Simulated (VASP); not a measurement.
Write the native input for VASP 6.6.1 that does the following.

```
Task                   : relaxation of cell and atoms
Functional             : PBEsol
Potentials or basis    : VASP PAW PBE potentials, release 64 (Au)
Cutoff                 : 600 eV
k mesh                 : 7 × 7 × 7
Occupations            : fermi-dirac, width 0.05 eV
Spin                   : no spin polarisation
Dipole correction      : no
Further INCAR settings : ALGO = Normal; EDIFF = 1e-07; IBRION = 2; EDIFFG = -0.03; NSW = 80; ISIF = 3
```

The structure of Au lies in POSCAR:

```
Au
1.0
    0.0000000000      2.0350000000      2.0350000000
    2.0350000000      0.0000000000      2.0350000000
    2.0350000000      2.0350000000      0.0000000000
Au
1
Direct
    0.0000000000      0.0000000000      0.0000000000
```

The input as run:

INCAR

```
PREC     = Accurate       # precision mode
ENCUT    = 600            # plane-wave cutoff, eV
EDIFF    = 1E-7           # SCF threshold, eV
ISMEAR   = -1             # smearing method
SIGMA    = 0.05           # smearing width, eV
LREAL    = False          # projectors in reciprocal space
LASPH    = True           # aspherical terms in the spheres
NELM     = 60             # most SCF steps
ALGO     = Normal         # electronic algorithm
ISIF     = 3              # what is computed and relaxed
LWAVE    = False          # write WAVECAR
LCHARG   = False          # write CHGCAR
GGA      = PS             # functional
IBRION   = 2              # ionic algorithm
NSW      = 80             # ionic steps
EDIFFG   = -0.03          # ionic threshold
```

KPOINTS

```
regular mesh
0
Gamma
  7 7 7
```

Potentials or basis: VASP PAW PBE potentials, release 64 (Au).

The run is started by

```sh
$ cat potpaw_PBE.64/Au/POTCAR > POTCAR
$ mpirun -np 1 vasp_std > vasp.out
```

It gave:

```
Relaxed volume                        : 16.98 Å³/atom
Relaxed cell                          : a = 2.885 Å, b = 2.885 Å, c = 2.885 Å, α = 60.00°, β = 60.00°, γ = 60.00°
Space group after relaxing (to 0.1 Å) : Fm-3m (No. 225)
Energy gained by relaxing             : 0.5 meV/atom
Ionic steps                           : 3
Pressure after relaxing               : 0.0 GPa
Band gap on the k mesh                : zero (an odd number of electrons rules out a gap without spin polarisation)
```

Caveat: the k points lie up to 0.38 Å⁻¹ apart in the final cell, too coarse for converged energies and pressures of a metal; the PAW data sets were made with another functional, which shifts forces and pressure a little; spin-orbit coupling is left out, which moves the levels of the heavy elements.

Wall time 9.4 s on 1 thread of Intel Xeon 8259CL, on a shared host, peak memory 0.14 GiB.
